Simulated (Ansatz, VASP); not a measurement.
# Two plane-wave programs on WSe2

```
W Se
1.0
     3.27058    0.00000    0.00000
    -1.63529    2.83241    0.00000
     0.00000    0.00000   23.98700
W Se
2 4
Direct
  0.58206 0.33333 0.10302
  0.33333 0.66667 0.86238
  0.33333 0.66667 0.20734
  0.66667 0.33333 0.93219
  0.33333 0.66667 0.06781
  0.66667 0.33333 0.79266
```

Alike in both runs: task single point; functional PBEsol; k mesh 9 × 9 × 2; occupations gaussian, width 0.05 eV; no spin polarisation.

|  | VASP | Ansatz |
| --- | --- | --- |
| version | VASP 6.6.1 | Ansatz 0.2.0 |
| potentials or method | VASP PAW PBE potentials, release 64 (W_sv, Se), cutoff 520 eV | scalar-relativistic, plane waves, PAW |
| valence electrons in the cell | 52 | 92 |

VASP gave:

```
gap on the k mesh at the Fermi level (eV) : none
rms of the force components (eV/Å)        : 8.035
```

Q: Estimate Ansatz's values.

A: gap on the k mesh at the Fermi level (eV): none; rms of the force components (eV/Å): 8.006.

VASP's potentials were made for PBE, not for PBEsol, and Ansatz warns of the same on its side. Atom by atom the forces differ by 0.044 eV/Å (rms over components). A gap of «none» marks a metal or a gap that the smearing closes. With one functional, cell and mesh, what is left measures potentials, basis and numerics. VASP's potentials hold 52 valence electrons a cell and Ansatz's 92, so a difference there can come from the potentials and not from the codes. Ansatz's warnings: xc potential rough in thin density.

Neither program's run includes spin-orbit coupling.
